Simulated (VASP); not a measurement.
# GaAs (F-43m) in VASP: notebook

The runs below take GaAs through single point, with r2SCAN.

Program: VASP 6.6.1. These are calculated values, not measurements. Logs are shortened: lines on timing, memory, paths and dates and some standing lists are left out, and cuts for length are marked.

## (1) The cell of the first run

The structure is cubic, space group F-43m (No. 216). Conventional cell: a = 5.383 Å, b = 5.383 Å, c = 5.383 Å, α = 90.00°, β = 90.00°, γ = 90.00°. Within 3.1 Å of Ga (site symmetry -43m) lie 4 As at 2.33 Å. As (site symmetry -43m) has 4 Ga at 2.33 Å within 3.1 Å.

## (2) Single point, r2SCAN (strain -0.050 along x and y, -0.050 along z)

The input, POSCAR:

```
GaAs
1.0
    0.0000000000      2.6915434710      2.6915434710
    2.6915434710      0.0000000000      2.6915434710
    2.6915434710      2.6915434710      0.0000000000
Ga As
1 1
Direct
    0.0000000000      0.0000000000      0.0000000000
    0.7500000000      0.7500000000      0.7500000000
```

The input, INCAR.step1:

```
PREC = Accurate ; ENCUT = 520
ISMEAR = 0 ; SIGMA = 0.05
LREAL = F ; LASPH = T
NELM = 100 ; NBANDS = 16
GGA = PE ; ALGO = Normal
EDIFF = 1E-4 ; LWAVE = T
LCHARG = F
```

The input, INCAR.step2:

```
PREC = Accurate ; ENCUT = 520
EDIFF = 1E-6 ; ISMEAR = 0
SIGMA = 0.05 ; LREAL = F
LASPH = T ; NELM = 100
ALGO = Normal ; ISIF = 2
LWAVE = F ; LCHARG = F
METAGGA = R2SCAN ; LMIXTAU = T
NBANDS = 16 ; ISTART = 1
```

The input, KPOINTS:

```
Automatic mesh
0
Gamma
  8 8 8
```

Potentials or basis: VASP PAW PBE potentials, release 64 (Ga_d, As).

On the command line:

```
> cat potpaw_PBE.64/Ga_d/POTCAR potpaw_PBE.64/As/POTCAR > POTCAR
> cp INCAR.step1 INCAR
> mpirun -np 1 vasp_std > vasp.out
> cp INCAR.step2 INCAR
> mpirun -np 1 vasp_std > vasp.out
```

OUTCAR:

```text
PREC = Accurate
   ENCUT = 520
   EDIFF = 1E-6
   ISMEAR = 0
   LREAL = F
   LASPH = T
   NELM = 100
   ISIF = 2
   METAGGA = R2SCAN
   ISTART = 1

 ion  position               nearest neighbor table
   1  0.000  0.000  0.000-   2 2.33   2 2.33   2 2.33   2 2.33
   2  0.750  0.750  0.750-   1 2.33   1 2.33   1 2.33   1 2.33

  LATTYP: Found a face centered cubic cell.
 ALAT       =     5.3830869420

  Lattice vectors:

 A1 = (   0.0000000000,   2.6915434710,   2.6915434710)
 A2 = (   2.6915434710,   0.0000000000,   2.6915434710)
 A3 = (   2.6915434710,   2.6915434710,   0.0000000000)

Analysis of symmetry for initial positions (statically):
[... 5 lines left out ...]
 face centered cubic supercell.

 Subroutine GETGRP returns: Found 24 space group operations
 (whereof 24 operations were pure point group operations)
 out of a pool of 48 trial point group operations.

The static configuration has the point symmetry T_d .

Analysis of symmetry for dynamics (positions and initial velocities):
[... 5 lines left out ...]
 face centered cubic supercell.

 Subroutine GETGRP returns: Found 24 space group operations
 (whereof 24 operations were pure point group operations)
 out of a pool of 48 trial point group operations.

The dynamic configuration has the point symmetry T_d .

 Subroutine INISYM returns: Found 24 space group operations
 (whereof 24 operations are pure point group operations),
 and found     1 'primitive' translations

----------------------------------------------------------------------------------------

                                     Primitive cell

  volume of cell :      38.9973

  direct lattice vectors                    reciprocal lattice vectors
     0.000000000  2.691543471  2.691543471    -0.185767016  0.185767016  0.185767016
     2.691543471  0.000000000  2.691543471     0.185767016 -0.185767016  0.185767016
     2.691543471  2.691543471  0.000000000     0.185767016  0.185767016 -0.185767016

  length of vectors
     3.806417280  3.806417280  3.806417280     0.321757911  0.321757911  0.321757911

  position of ions in fractional coordinates (direct lattice)
     0.000000000  0.000000000  0.000000000
     0.750000000  0.750000000  0.750000000

  ion indices of the primitive-cell ions
   primitive index   ion index
                 1           1
                 2           2

----------------------------------------------------------------------------------------

 KPOINTS: Automatic mesh

Automatic generation of k-mesh.
 Grid dimensions read from file:
 generate k-points for:    8    8    8

 Generating k-lattice:

  Cartesian coordinates                     Fractional coordinates (reciprocal lattice)
    -0.023220877  0.023220877  0.023220877     0.125000000  0.000000000  0.000000000
     0.023220877 -0.023220877  0.023220877     0.000000000  0.125000000  0.000000000
     0.023220877  0.023220877 -0.023220877     0.000000000  0.000000000  0.125000000

  Length of vectors
     0.040219739  0.040219739  0.040219739

  Shift w.r.t. Gamma in fractional coordinates (k-lattice)
     0.000000000  0.000000000  0.000000000

 Subroutine IBZKPT returns following result:
 ===========================================

 Found     29 irreducible k-points:

 Following reciprocal coordinates:
            Coordinates               Weight
  0.000000  0.000000  0.000000      1.000000
  0.125000  0.000000  0.000000      8.000000
  0.250000  0.000000  0.000000      8.000000
  0.375000  0.000000  0.000000      8.000000
  0.500000  0.000000  0.000000      4.000000
  0.125000  0.125000  0.000000      6.000000
[... 16 lines left out ...]
  0.500000  0.250000  0.125000     48.000000
 -0.375000  0.250000  0.125000     24.000000
 [... further k-points ...]
   k-points           NKPTS =     29   k-points in BZ     NKDIM =     29   number of bands    NBANDS=     16
   number of dos      NEDOS =    301   number of ions     NIONS =      2
   total plane-waves  NPLWV =  21952
   dimension x,y,z NGX =    28 NGY =   28 NGZ =   28
   dimension x,y,z NGXF=    56 NGYF=   56 NGZF=   56
   ions per type =               1   1
   NGX,Y,Z   is equivalent  to a cutoff of  12.23, 12.23, 12.23 a.u.
   NGXF,Y,Z  is equivalent  to a cutoff of  24.46, 24.46, 24.46 a.u.
 SYSTEM =  unknown system
   PREC   = accura    normal or accurate (medium, high low for compatibility)
   ISTART =      1    job   : 0-new  1-cont  2-samecut
   ICHARG =      0    charge: 1-file 2-atom 10-const
   ISPIN  =      1    spin polarized calculation?
   LNONCOLLINEAR =      F non collinear calculations
   LSORBIT =      F    spin-orbit coupling
   LASPH  =      T    aspherical Exc in radial PAW
   ENCUT  =  520.0 eV  38.22 Ry    6.18 a.u.   7.08  7.08  7.08*2*pi/ulx,y,z
   NELM   =    100;   NELMIN=  2; NELMDL=  0     # of ELM steps
   EDIFF  = 0.1E-05   stopping-criterion for ELM
   LREAL  =      F    real-space projection
   EDIFFG = 0.1E-04   stopping-criterion for IOM
   NSW    =      0    number of steps for IOM
   IBRION =     -1    ionic relax: 0-MD 1-quasi-New 2-CG
   NFREE  =      0    steps in history (QN), initial steepest desc. (CG)
   ISIF   =      2    stress and relaxation
   ISYM   =      2    0-nonsym 1-usesym 2-fastsym
   POTIM  = 0.5000    time-step for ionic-motion
   TEBEG  =    0.0;   TEEND  =   0.0 temperature during run
   PSTRESS=    0.0 pullay stress
   NELECT =      18.0000    total number of electrons
   NUPDOWN=      -1.0000    fix difference up-down
   EMIN   =  10.00;   EMAX   =-10.00  energy-range for DOS
   EFERMI =   0.00;   METHOD = LEGACY
   ISMEAR =     0;   SIGMA  =   0.05  broadening in eV -4-tet -1-fermi 0-gaus
   EFERMI_NEDOS =   21; number of points for ismear=-14 and -15
   IALGO  =     38    algorithm
   IMIX   =      4    mixing-type and parameters
     AMIX     =   0.40;   BMIX     =  1.00
     AMIX_MAG =   1.60;   BMIX_MAG =  1.00
  volume/ion in A,a.u.               =      19.50       131.58
  Fermi-wavevector in a.u.,A,eV,Ry     =   1.265186  2.390854 21.778775  1.600695
  Thomas-Fermi vector in A             =   2.398452
   LORBIT       =      0    0 simple, 1 ext, 2 COOP (PROOUT), +10 PAW based schemes
   METAGGA = R2SCAN    functional components
   LHFCALC =     F    Hartree Fock is set to
   AEXX    =    0.0000 exact exchange contribution
   IVDW    =     0    specifies the selected vdW correction
   LEPSILON=     F    determine dielectric tensor
   LRPA    =     F    only Hartree local field effects (RPA)
 non-spin polarized calculation
 Gauss-broadening in eV      SIGMA  =   0.05
  energy-cutoff  :      520.00
  volume of cell :       39.00
 maximum number of plane-waves:      1067
   NGX = 15   NGY = 15   NGZ = 15

 number of electron      17.9999995 magnetization

 Free energy of the ion-electron system (eV)
  ---------------------------------------------------
  ext. energy  EPLUGINS =         0.00000000
  ---------------------------------------------------
  free energy    TOTEN  =       -26.76953409 eV

  energy without entropy =      -26.76953409  energy(sigma->0) =      -26.76953409

 E-fermi :   5.3969     XC(G=0): -10.9828

 val. band max:        5.1952642734   @ k =   0.0000   0.0000   0.0000
 cond. band min:       6.6406145895   @ k =   0.5000   0.5000   0.0000
 fundamental gap:      1.4453503160
 Fermi energy:         5.3969206060

 k-point     1 :       0.0000    0.0000    0.0000
  band No.  band energies     occupation
      1     -10.3832      2.00000
      2     -10.3832      2.00000
      3     -10.3831      2.00000
      4     -10.2454      2.00000
      5     -10.2454      2.00000
      6      -9.2234      2.00000
[... 8 lines left out ...]
     15      16.1774      0.00000
     16      16.1774      0.00000

 k-point     2 :       0.1250    0.0000    0.0000
  band No.  band energies     occupation
      1     -10.4186      2.00000
      2     -10.3770      2.00000
      3     -10.3770      2.00000
      4     -10.2458      2.00000
      5     -10.2458      2.00000
      6      -8.9784      2.00000
[... 8 lines left out ...]
     15      15.1873      0.00000
     16      15.1873      0.00000

 k-point     3 :       0.2500    0.0000    0.0000
  band No.  band energies     occupation
      1     -10.4811      2.00000
      2     -10.3635      2.00000
      3     -10.3635      2.00000
      4     -10.2452      2.00000
      5     -10.2452      2.00000
      6      -8.3109      2.00000
[... 8 lines left out ...]
     15      14.9580      0.00000
     16      15.1342      0.00000

 k-point     4 :       0.3750    0.0000    0.0000
  band No.  band energies     occupation
      1     -10.5276      2.00000
      2     -10.3528      2.00000
      3     -10.3528      2.00000
      4     -10.2416      2.00000
      5     -10.2416      2.00000
      6      -7.3998      2.00000
[... 8 lines left out ...]
     15      16.4308      0.00000
     16      16.4308      0.00000

 k-point     5 :       0.5000    0.0000    0.0000
  band No.  band energies     occupation
      1     -10.5443      2.00000
      2     -10.3494      2.00000
      3     -10.3494      2.00000
      4     -10.2392      2.00000
      5     -10.2391      2.00000
      6      -6.8438      2.00000
[... 8 lines left out ...]
     15      18.5017      0.00000
     16      18.5017      0.00000

 k-point     6 :       0.1250    0.1250    0.0000
  band No.  band energies     occupation
      1     -10.4332      2.00000
      2     -10.3712      2.00000
      3     -10.3712      2.00000
      4     -10.2513      2.00000
      5     -10.2423      2.00000
      6      -8.8994      2.00000
[... 8 lines left out ...]
     15      15.4439      0.00000
     16      16.4608      0.00000
[... 267 lines left out ...]
 k-point    21 :       0.5000    0.5000    0.0000
  band No.  band energies     occupation
      1     -10.5826      2.00000
      2     -10.2966      2.00000
      3     -10.2966      2.00000
      4     -10.2960      2.00000
      5     -10.2237      2.00000
      6      -5.8647      2.00000
[... 8 lines left out ...]
     15      19.7743      0.00000
     16      20.0457      0.00000

 k-point    22 :       0.3750    0.2500    0.1250
  band No.  band energies     occupation
      1     -10.5163      2.00000
      2     -10.3474      2.00000
      3     -10.3427      2.00000
      4     -10.2612      2.00000
      5     -10.2370      2.00000
      6      -7.7587      2.00000
[... 8 lines left out ...]
     15      17.4993      0.00000
     16      18.2874      0.00000

 k-point    23 :       0.5000    0.2500    0.1250
  band No.  band energies     occupation
      1     -10.5429      2.00000
      2     -10.3405      2.00000
      3     -10.3312      2.00000
      4     -10.2589      2.00000
      5     -10.2377      2.00000
      6      -6.9086      2.00000
[... 8 lines left out ...]
     15      17.4702      0.00000
     16      18.9493      0.00000

 k-point    24 :      -0.3750    0.2500    0.1250
  band No.  band energies     occupation
      1     -10.5526      2.00000
      2     -10.3391      2.00000
      3     -10.3269      2.00000
      4     -10.2543      2.00000
      5     -10.2401      2.00000
      6      -6.3974      2.00000
[... 8 lines left out ...]
     15      18.0012      0.00000
     16      19.0285      0.00000

 [... further k-points ...]
[... 5 lines left out ...]
  --------------------------------------------------------------------------------------
  -------------------------------------------------------------------------------------
  Total        3.8962920      3.8962920      3.8962920      0.0000000      0.0000000     -0.0000000
  in kB      160.0766130    160.0766130    160.0766130      0.0000000      0.0000000     -0.0000000
  external PRESSURE =     160.0766130 kB  Pullay stress =       0.0000000 kB

 VOLUME and BASIS-vectors are now :
 -----------------------------------------------------------------------------
  energy-cutoff  :      520.00
  volume of cell :       39.00
      direct lattice vectors                 reciprocal lattice vectors
     0.000000000  2.691543471  2.691543471    -0.185767016  0.185767016  0.185767016
     2.691543471  0.000000000  2.691543471     0.185767016 -0.185767016  0.185767016
     2.691543471  2.691543471  0.000000000     0.185767016  0.185767016 -0.185767016

 POSITION                                       TOTAL-FORCE (eV/Angst)
 -----------------------------------------------------------------------------------
      0.00000      0.00000      0.00000        -0.000000     -0.000000     -0.000000
      4.03732      4.03732      4.03732         0.000000      0.000000      0.000000
 -----------------------------------------------------------------------------------
    total drift:                               -0.000002     -0.000002     -0.000003

  FREE ENERGIE OF THE ION-ELECTRON SYSTEM (eV)
  ---------------------------------------------------
  free  energy   TOTEN  =       -26.7695340892 eV

  energy  without entropy=      -26.7695340892  energy(sigma->0) =      -26.76953409
```

Wall time 47 s (1 thread of Intel Xeon 6975P-C, shared host); peak memory 0.17 GiB.

What came out:

```
Free energy            : -26.7695 eV
Pressure               : 16.0 GPa
Band gap on the k mesh : 1.45 eV, indirect (least direct gap 2.23 eV)
```

Caveat: the cell differs from its parent crystal (strain -0.050 along x and y, -0.050 along z); the PAW data sets were made with another functional, which shifts forces and pressure a little.

(Continued in part 2 of 2.)
